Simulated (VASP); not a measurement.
Here is a VASP 6.6.1 calculation.

The input INCAR:

```
SYSTEM = Pt
ALGO = Fast
EDIFF = 1E-7
ENCUT = 520
GGA = PS
ISIF = 2
ISMEAR = 0
LASPH = .True.
LCHARG = .True.
LELF = .True.
LREAL = .False.
LVHAR = .True.
LWAVE = .False.
NBANDS = 11
NELM = 80
PREC = Accurate
SIGMA = 0.15
```

Contents of KPOINTS:

```
k-points
0
Gamma
  26 26 26
  0 0 0
```

The input POSCAR:

```
Pt
1.0
   -1.6072847192      1.6072847192      1.5604706012
    1.6072847192     -1.6072847192      1.5604706012
    1.6072847192      1.6072847192     -1.5604706012
Pt
1
Direct
    0.0000000000      0.0000000000      0.0000000000
```

Potentials or basis: VASP PAW PBE potentials, release 64 (Pt).

Run with:

```sh
$ cat potpaw_PBE.64/Pt/POTCAR > POTCAR
$ mpirun -np 1 vasp_std > vasp.out
```

Q: What does it give for the pressure?

A: -14.2 GPa.

Q: Estimate the band gap on the k mesh.

A: Zero (band 5 reaches 10.65 eV, above the bottom of band 6 at 8.61 eV).

Stress tensor (GPa, compression positive):
```
-13.34   0.00   0.00
  0.00 -13.34   0.00
  0.00   0.00 -16.04
```

Caveat: the cell differs from its parent crystal (strain +0.030 along x and y, +0.000 along z); the PAW data sets were made with another functional, which shifts forces and pressure a little; spin-orbit coupling is left out, which moves the levels of the heavy elements.
